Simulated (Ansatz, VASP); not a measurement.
## Two plane-wave programs on La

```
La
1.0
    -2.00846    2.00846    2.00846
     2.00846   -2.00846    2.00846
     2.00846    2.00846   -2.00846
La
1
Direct
  0.00000 0.00000 0.00000
```

Alike in both runs: task relaxation of cell and atoms; functional LDA; k mesh 15 × 15 × 15; occupations fermi-dirac, width 0.08 eV; no spin polarisation.

```csv
,VASP,Ansatz
version,VASP 6.6.1,Ansatz 0.2.0
potentials or method,"VASP PAW LDA potentials, release 64 (La)","PAW with Ansatz's default frozen-core files, scalar-relativistic"
plane-wave cutoff (eV),500,420
valence electrons in the cell,11,11
```

Ansatz gave:

* relaxed volume (Å³/atom): 33.12
* relaxed length of the cell vector where the two differ most in proportion (Å): 3.504

Problem. What did VASP give for the same quantities?

Solution. Relaxed volume (Å³/atom): 33.04; relaxed length of the cell vector where the two differ most in proportion (Å): 3.501.

LDA's correlation is that of Perdew and Zunger in VASP and of Perdew and Wang (1992) in Ansatz.

Neither program's run includes spin-orbit coupling.
